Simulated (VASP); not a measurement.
# Ge (I4_1/amd) in VASP: further runs

The runs below take Ge through electric field gradients, with PBEsol.

Program: VASP 6.6.1. These are calculated values, not measurements. Logs are shortened: lines on timing, memory, paths and dates and some standing lists are left out, and cuts for length are marked.

## (1) The cell of the first run

Symmetry: I4_1/amd, No. 141, tetragonal system. Conventional cell: a = 4.000 Å, b = 4.000 Å, c = 5.544 Å, α = 90.00°, β = 90.00°, γ = 90.00°. Ge (site symmetry -4m2) has 4 Ge at 2.43 Å within 3.2 Å.

## (2) Electric field gradients, PBEsol (zz strain of -2 %)

INCAR reads:

```
ALGO = Normal ; EDIFF = 1E-8
ENCUT = 520 ; GGA = PS
ISIF = 2 ; ISMEAR = -1
LASPH = T ; LCHARG = F
LEFG = T ; LREAL = F
LWAVE = F ; NBANDS = 21
NELM = 60 ; PREC = Accurate
SIGMA = 0.05
```

KPOINTS reads:

```
k-points
0
Gamma
  11 11 11
```

POSCAR reads:

```
Ge
1.0
    0.0000000000      2.8287700000      2.7721946000
    2.8287700000      0.0000000000      2.7721946000
    2.8287700000      2.8287700000      0.0000000000
Ge
2
Direct
    0.5000000000      0.5000000000      0.5000000000
    0.7500000000      0.7500000000      0.7500000000
```

Potentials or basis: VASP PAW PBE potentials, release 64 (Ge_d).

Launch:

```sh
> cat potpaw_PBE.64/Ge_d/POTCAR > POTCAR
> mpirun -np 1 vasp_std > vasp.out
```

OUTCAR:

```text
EDIFF = 1E-8
   ENCUT = 520
   GGA = PS
   ISIF = 2
   ISMEAR = -1
   LASPH = T
   LREAL = F
   NELM = 60
   PREC = Accurate

 ion  position               nearest neighbor table
   1  0.500  0.500  0.500-   2 2.43   2 2.43   2 2.43   2 2.43
   2  0.750  0.750  0.750-   1 2.43   1 2.43   1 2.43   1 2.43

  LATTYP: Found a body centered tetragonal cell.
 ALAT       =     4.0004848988
 C/A-ratio  =     1.3859292911

  Lattice vectors:

 A1 = (   0.0000000000,  -2.8287700000,  -2.7721946000)
 A2 = (   0.0000000000,   2.8287700000,  -2.7721946000)
 A3 = (   2.8287700000,   0.0000000000,   2.7721946000)

Analysis of symmetry for initial positions (statically):
=====================================================================
 Subroutine PRICEL returns:
 Original cell was already a primitive cell.

 Routine SETGRP: Setting up the symmetry group for a
 body centered tetragonal supercell.

 Subroutine GETGRP returns: Found 16 space group operations
 (whereof  8 operations were pure point group operations)
 out of a pool of 16 trial point group operations.

The static configuration has the point symmetry D_2d.
 The point group associated with its full space group is D_4h.

Analysis of symmetry for dynamics (positions and initial velocities):
=====================================================================
 Subroutine PRICEL returns:
 Original cell was already a primitive cell.

 Routine SETGRP: Setting up the symmetry group for a
 body centered tetragonal supercell.

 Subroutine GETGRP returns: Found 16 space group operations
 (whereof  8 operations were pure point group operations)
 out of a pool of 16 trial point group operations.

The dynamic configuration has the point symmetry D_2d.
 The point group associated with its full space group is D_4h.

 Subroutine INISYM returns: Found 16 space group operations
 (whereof  8 operations are pure point group operations),
 and found     1 'primitive' translations

----------------------------------------------------------------------------------------

                                     Primitive cell

  volume of cell :      44.3659

  direct lattice vectors                    reciprocal lattice vectors
     0.000000000  2.828770000  2.772194600    -0.176755268  0.176755268  0.180362519
     2.828770000  0.000000000  2.772194600     0.176755268 -0.176755268  0.180362519
     2.828770000  2.828770000  0.000000000     0.176755268  0.176755268 -0.180362519

  length of vectors
     3.960682089  3.960682089  4.000484899     0.308245824  0.308245824  0.308245824

  position of ions in fractional coordinates (direct lattice)
     0.500000000  0.500000000  0.500000000
     0.750000000  0.750000000  0.750000000

  ion indices of the primitive-cell ions
   primitive index   ion index
                 1           1
                 2           2

----------------------------------------------------------------------------------------

 KPOINTS: k-points

Automatic generation of k-mesh.
 Grid dimensions read from file:
 generate k-points for:   11   11   11

 Generating k-lattice:

  Cartesian coordinates                     Fractional coordinates (reciprocal lattice)
    -0.016068661  0.016068661  0.016396593     0.090909091  0.000000000  0.000000000
     0.016068661 -0.016068661  0.016396593     0.000000000  0.090909091  0.000000000
     0.016068661  0.016068661 -0.016396593    -0.000000000 -0.000000000  0.090909091

  Length of vectors
     0.028022348  0.028022348  0.028022348

  Shift w.r.t. Gamma in fractional coordinates (k-lattice)
     0.000000000  0.000000000  0.000000000

 Subroutine IBZKPT returns following result:
 ===========================================

 Found    126 irreducible k-points:

 Following reciprocal coordinates:
            Coordinates               Weight
  0.000000  0.000000  0.000000      1.000000
  0.090909 -0.000000  0.000000      8.000000
  0.181818 -0.000000  0.000000      8.000000
  0.272727 -0.000000  0.000000      8.000000
  0.363636  0.000000  0.000000      8.000000
  0.454545 -0.000000  0.000000      8.000000
[... 16 lines left out ...]
 -0.272727  0.181818  0.000000      8.000000
 -0.181818  0.181818  0.000000      4.000000
 [... further k-points ...]
   k-points           NKPTS =    126   k-points in BZ     NKDIM =    126   number of bands    NBANDS=     21
   number of dos      NEDOS =    301   number of ions     NIONS =      2
   total plane-waves  NPLWV =  27000
   dimension x,y,z NGX =    30 NGY =   30 NGZ =   30
   dimension x,y,z NGXF=    60 NGYF=   60 NGZF=   60
   ions per type =               2
   NGX,Y,Z   is equivalent  to a cutoff of  12.59, 12.59, 12.47 a.u.
   NGXF,Y,Z  is equivalent  to a cutoff of  25.18, 25.18, 24.93 a.u.
 SYSTEM =  unknown system
   PREC   = accura    normal or accurate (medium, high low for compatibility)
   ISTART =      0    job   : 0-new  1-cont  2-samecut
   ICHARG =      2    charge: 1-file 2-atom 10-const
   ISPIN  =      1    spin polarized calculation?
   LNONCOLLINEAR =      F non collinear calculations
   LSORBIT =      F    spin-orbit coupling
   LASPH  =      T    aspherical Exc in radial PAW
   ENCUT  =  520.0 eV  38.22 Ry    6.18 a.u.   7.36  7.36  7.44*2*pi/ulx,y,z
   NELM   =     60;   NELMIN=  2; NELMDL= -5     # of ELM steps
   EDIFF  = 0.1E-07   stopping-criterion for ELM
   LREAL  =      F    real-space projection
   EDIFFG = 0.1E-06   stopping-criterion for IOM
   NSW    =      0    number of steps for IOM
   IBRION =     -1    ionic relax: 0-MD 1-quasi-New 2-CG
   NFREE  =      0    steps in history (QN), initial steepest desc. (CG)
   ISIF   =      2    stress and relaxation
   ISYM   =      2    0-nonsym 1-usesym 2-fastsym
   POTIM  = 0.5000    time-step for ionic-motion
   TEBEG  =    0.0;   TEEND  =   0.0 temperature during run
   PSTRESS=    0.0 pullay stress
   NELECT =      28.0000    total number of electrons
   NUPDOWN=      -1.0000    fix difference up-down
   EMIN   =  10.00;   EMAX   =-10.00  energy-range for DOS
   EFERMI =   0.00;   METHOD = LEGACY
   ISMEAR =    -1;   SIGMA  =   0.05  broadening in eV -4-tet -1-fermi 0-gaus
   EFERMI_NEDOS =   21; number of points for ismear=-14 and -15
   IALGO  =     38    algorithm
   IMIX   =      4    mixing-type and parameters
     AMIX     =   0.40;   BMIX     =  1.00
     AMIX_MAG =   1.60;   BMIX_MAG =  1.00
  volume/ion in A,a.u.               =      22.18       149.70
  Fermi-wavevector in a.u.,A,eV,Ry     =   1.404250  2.653648 26.829584  1.971919
  Thomas-Fermi vector in A             =   2.526831
   LORBIT       =      0    0 simple, 1 ext, 2 COOP (PROOUT), +10 PAW based schemes
   GGA     = PS    functional components
   LHFCALC =     F    Hartree Fock is set to
   AEXX    =    0.0000 exact exchange contribution
   IVDW    =     0    specifies the selected vdW correction
   LEPSILON=     F    determine dielectric tensor
   LRPA    =     F    only Hartree local field effects (RPA)
 non-spin polarized calculation
  energy-cutoff  :      520.00
  volume of cell :       44.37
 maximum number of plane-waves:      1235
 NGX is ok and might be reduce to    30
   NGX = 15   NGY = 15   NGZ = 15

 number of electron      28.0000024 magnetization

 Free energy of the ion-electron system (eV)
  ---------------------------------------------------
  ext. energy  EPLUGINS =         0.00000000
  ---------------------------------------------------
  free energy    TOTEN  =        -9.86198835 eV

  energy without entropy =       -9.86159192  energy(sigma->0) =       -9.86179013

 E-fermi :   5.1413     XC(G=0): -10.2260

 val. band max:        5.0098973822   @ k =   0.0000   0.0000   0.0000
 cond. band min:       5.1650057183   @ k =   0.0000   0.0000   0.0000
 fundamental gap:      0.1551083361
 Fermi energy:         5.1412644292

 k-point     1 :       0.0000    0.0000    0.0000
  band No.  band energies     occupation
      1     -19.7352      2.00000
      2     -19.7297      2.00000
      3     -19.7297      2.00000
      4     -19.6945      2.00000
      5     -19.6922      2.00000
      6     -19.4731      2.00000
[... 13 lines left out ...]
     20      14.3926      0.00000
     21      14.7881      0.00000
[... 529 lines left out ...]
 k-point    24 :      -0.1818    0.1818    0.0000
  band No.  band energies     occupation
      1     -19.7611      2.00000
      2     -19.7587      2.00000
      3     -19.7114      2.00000
      4     -19.6601      2.00000
      5     -19.6406      2.00000
      6     -19.5209      2.00000
[... 13 lines left out ...]
     20      14.7237      0.00000
     21      14.8101      0.00000

 [... further k-points ...]

------------------------ aborting loop because EDIFF is reached ----------------------------------------

  FORCE on cell =-STRESS in cart. coord.  units (eV):
  Direction    XX          YY          ZZ          XY          YZ          ZX
  --------------------------------------------------------------------------------------
  -------------------------------------------------------------------------------------
  Total        0.4379365      0.4379365      0.8292716      0.0000000      0.0000000     -0.0000000
  in kB       15.8151289     15.8151289     29.9473483      0.0000000      0.0000000     -0.0000000
  external PRESSURE =      20.5258687 kB  Pullay stress =       0.0000000 kB

 VOLUME and BASIS-vectors are now :
 -----------------------------------------------------------------------------
  energy-cutoff  :      520.00
  volume of cell :       44.37
      direct lattice vectors                 reciprocal lattice vectors
     0.000000000  2.828770000  2.772194600    -0.176755268  0.176755268  0.180362519
     2.828770000  0.000000000  2.772194600     0.176755268 -0.176755268  0.180362519
     2.828770000  2.828770000  0.000000000     0.176755268  0.176755268 -0.180362519

 POSITION                                       TOTAL-FORCE (eV/Angst)
 -----------------------------------------------------------------------------------
      2.82877      2.82877      2.77219        -0.000000      0.000000      0.000000
      4.24315      4.24315      4.15829         0.000000     -0.000000     -0.000000
 -----------------------------------------------------------------------------------
    total drift:                                0.000000     -0.000000     -0.000000

  FREE ENERGIE OF THE ION-ELECTRON SYSTEM (eV)
  ---------------------------------------------------
  free  energy   TOTEN  =        -9.8619883471 eV

  energy  without entropy=       -9.8615919212  energy(sigma->0) =       -9.86179013

 Electric field gradients (V/A^2)
---------------------------------------------------------------------
 ion       V_xx      V_yy      V_zz      V_xy      V_xz      V_yz
---------------------------------------------------------------------
   1      -0.401    -0.401     0.802     0.002     0.003     0.003
   2      -0.401    -0.401     0.802     0.002     0.003     0.003
---------------------------------------------------------------------

 Electric field gradients after diagonalization (V/A^2)
 (convention: |V_zz| > |V_xx| > |V_yy|)
----------------------------------------------------------------------
 ion       V_xx      V_yy      V_zz     asymmetry (V_yy - V_xx)/ V_zz
----------------------------------------------------------------------
   1      -0.403    -0.399     0.802       0.005
   2      -0.403    -0.399     0.802       0.005
----------------------------------------------------------------------

           NMR quadrupolar parameters

 Cq : quadrupolar parameter    Cq=e*Q*V_zz/h
 eta: asymmetry parameters     (V_yy - V_xx)/ V_zz
 Q  : nuclear electric quadrupole moment in mb (millibarn)
----------------------------------------------------------------------
 ion       Cq(MHz)       eta       Q (mb)
----------------------------------------------------------------------
   1       0.002       0.005       1.000
   2       0.002       0.005       1.000
----------------------------------------------------------------------
```

It took 3 min on 1 thread of Intel Xeon 8259CL, shared host; peak memory 0.23 GiB.

What came out:

```yaml
Free_energy: -9.8620 eV
Pressure: 2.1 GPa
Largest_electric_field_gradient_by_atom: Ge +0.8 V/Å²
```

Electric field gradients, principal values (V/Å²):
```tsv
atom	least	middle	greatest (by size)
1 Ge	-0.399	-0.403	0.802
2 Ge	-0.399	-0.403	0.802
```

Caveat: the cell differs from its parent crystal (zz strain of -2 %); without QUAD_EFG the Cq values of the log hold for a quadrupole moment of 1 mb, not for the nuclei; the PAW data sets were made with another functional, which shifts forces and pressure a little.

## (3) Electric field gradients, PBEsol (equal xx and yy strain of +1 %)

INCAR reads:

```
SYSTEM = Ge
ALGO = Normal
EDIFF = 1E-8
ENCUT = 520
GGA = PS
ISIF = 2
ISMEAR = -1
LASPH = .True.
LCHARG = .False.
LEFG = .True.
LREAL = .False.
LWAVE = .False.
NBANDS = 21
NELM = 80
PREC = Accurate
SIGMA = 0.05
```

KPOINTS reads:

```
k-points
0
Gamma
  11 11 11
  0 0 0
```

POSCAR reads:

```
Ge
1.0
    0.0000000000      2.8570577000      2.8287700000
    2.8570577000      0.0000000000      2.8287700000
    2.8570577000      2.8570577000      0.0000000000
Ge
2
Direct
    0.5000000000      0.5000000000      0.5000000000
    0.7500000000      0.7500000000      0.7500000000
```

Potentials or basis: VASP PAW PBE potentials, release 64 (Ge_d).

Launch:

```sh
> cat potpaw_PBE.64/Ge_d/POTCAR > POTCAR
> mpirun -np 1 vasp_std > vasp.out
```

OUTCAR:

```text
SYSTEM = Ge
   EDIFF = 1E-8
   ENCUT = 520
   GGA = PS
   ISIF = 2
   ISMEAR = -1
   LASPH = .True.
   LREAL = .False.
   NELM = 80
   PREC = Accurate

 ion  position               nearest neighbor table
   1  0.500  0.500  0.500-   2 2.47   2 2.47   2 2.47   2 2.47
   2  0.750  0.750  0.750-   1 2.47   1 2.47   1 2.47   1 2.47

  LATTYP: Found a body centered tetragonal cell.
 ALAT       =     4.0404897478
 C/A-ratio  =     1.4002114479

  Lattice vectors:

 A1 = (   0.0000000000,  -2.8570577000,  -2.8287700000)
 A2 = (   0.0000000000,   2.8570577000,  -2.8287700000)
 A3 = (   2.8570577000,   0.0000000000,   2.8287700000)

Analysis of symmetry for initial positions (statically):
=====================================================================
 Subroutine PRICEL returns:
 Original cell was already a primitive cell.

 Routine SETGRP: Setting up the symmetry group for a
[... 768 lines left out ...]
  volume of cell :       46.18
      direct lattice vectors                 reciprocal lattice vectors
     0.000000000  2.857057700  2.828770000    -0.175005216  0.175005216  0.176755268
     2.857057700  0.000000000  2.828770000     0.175005216 -0.175005216  0.176755268
     2.857057700  2.857057700  0.000000000     0.175005216  0.175005216 -0.176755268

 POSITION                                       TOTAL-FORCE (eV/Angst)
 -----------------------------------------------------------------------------------
      2.85706      2.85706      2.82877         0.000000      0.000000      0.000000
      4.28559      4.28559      4.24315         0.000000      0.000000      0.000000
 -----------------------------------------------------------------------------------
    total drift:                                0.000000     -0.000000     -0.000000

  FREE ENERGIE OF THE ION-ELECTRON SYSTEM (eV)
  ---------------------------------------------------
  free  energy   TOTEN  =        -9.8713241511 eV

  energy  without entropy=       -9.8706194388  energy(sigma->0) =       -9.87097179

 Electric field gradients (V/A^2)
---------------------------------------------------------------------
 ion       V_xx      V_yy      V_zz      V_xy      V_xz      V_yz
---------------------------------------------------------------------
   1      -0.275    -0.275     0.550     0.004     0.005     0.005
   2      -0.275    -0.275     0.550     0.004     0.005     0.005
---------------------------------------------------------------------

 Electric field gradients after diagonalization (V/A^2)
 (convention: |V_zz| > |V_xx| > |V_yy|)
----------------------------------------------------------------------
 ion       V_xx      V_yy      V_zz     asymmetry (V_yy - V_xx)/ V_zz
----------------------------------------------------------------------
   1      -0.278    -0.271     0.550       0.013
   2      -0.278    -0.271     0.550       0.013
----------------------------------------------------------------------

           NMR quadrupolar parameters

 Cq : quadrupolar parameter    Cq=e*Q*V_zz/h
 eta: asymmetry parameters     (V_yy - V_xx)/ V_zz
 Q  : nuclear electric quadrupole moment in mb (millibarn)
----------------------------------------------------------------------
 ion       Cq(MHz)       eta       Q (mb)
----------------------------------------------------------------------
   1       0.001       0.013       1.000
   2       0.001       0.013       1.000
----------------------------------------------------------------------
```

stdout:

```text
POSCAR found type information on POSCAR Ge
 POSCAR found :  1 types and       2 ions
 scaLAPACK will be used
 -----------------------------------------------------------------------------
|                                                                             |
|                                                                             |
|     You enforced a specific xc type in the INCAR file but a different       |
|     I HOPE YOU KNOW WHAT YOU ARE DOING!                                     |
|                                                                             |
 -----------------------------------------------------------------------------

 LDA part: xc-table for (Slater+PW92), standard interpolation
 POSCAR, INCAR and KPOINTS ok, starting setup
 FFT: planning ... GRIDC
 FFT: planning ... GRID_SOFT
 FFT: planning ... GRID
 WAVECAR not read
 entering main loop
ion   1

ion   2
```

It took 2.8 min on 1 thread of Intel Xeon 8259CL, shared host; peak memory 0.23 GiB.

Results:

| Item | Value |
| --- | --- |
| Free energy | -9.8713 eV |
| Pressure | -0.7 GPa |
| Band gap on the k mesh | 0.08 eV |
| Largest electric field gradient by atom | Ge +0.6 V/Å² |

Electric field gradients, principal values (V/Å²):
| atom | least | middle | greatest (by size) |
| --- | --- | --- | --- |
| 1 Ge | -0.271 | -0.278 | 0.550 |
| 2 Ge | -0.271 | -0.278 | 0.550 |

Caveat: the cell differs from its parent crystal (equal xx and yy strain of +1 %); without QUAD_EFG the Cq values of the log hold for a quadrupole moment of 1 mb, not for the nuclei; the PAW data sets were made with another functional, which shifts forces and pressure a little; an odd mesh through Γ misses points on the zone boundary, where band edges can lie.
